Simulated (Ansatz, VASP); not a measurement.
Zn3Se in VASP and in Ansatz

```
Zn Se
1.0
     5.56638    0.00000    0.00000
     0.00000    5.56638    0.00000
     0.00000    0.00000    5.56638
Zn Se
3 1
Direct
  0.00000 0.50000 0.50000
  0.50000 0.00000 0.50000
  0.50000 0.50000 0.00000
  0.50000 0.50000 0.50000
```

Alike in both runs: task relaxation of cell and atoms; functional PBE; k mesh 8 × 8 × 8; occupations gaussian, width 0.1 eV; no spin polarisation.

|  | VASP | Ansatz |
| --- | --- | --- |
| version | VASP 6.6.1 | Ansatz 0.2.0 |
| potentials or method | VASP PAW PBE potentials, release 64 (Zn, Se), cutoff 600 eV | scalar-relativistic, plane waves, PAW |
| valence electrons in the cell | 42 | 52 |

Ansatz gave:

- gap on the k mesh at the Fermi level, each at its own relaxed structure (eV): none
- relaxed volume (Å³/atom): 39.81
- relaxed length of the cell vector where the two differ most in proportion (Å): 5.420

Q: What did VASP give for the same quantities?

A: gap on the k mesh at the Fermi level, each at its own relaxed structure (eV): none; relaxed volume (Å³/atom): 39.89; relaxed length of the cell vector where the two differ most in proportion (Å): 5.424.

A gap of «none» marks a metal or a gap that the smearing closes. VASP's potentials hold 42 valence electrons a cell and Ansatz's 52, so a difference there can come from the potentials and not from the codes.
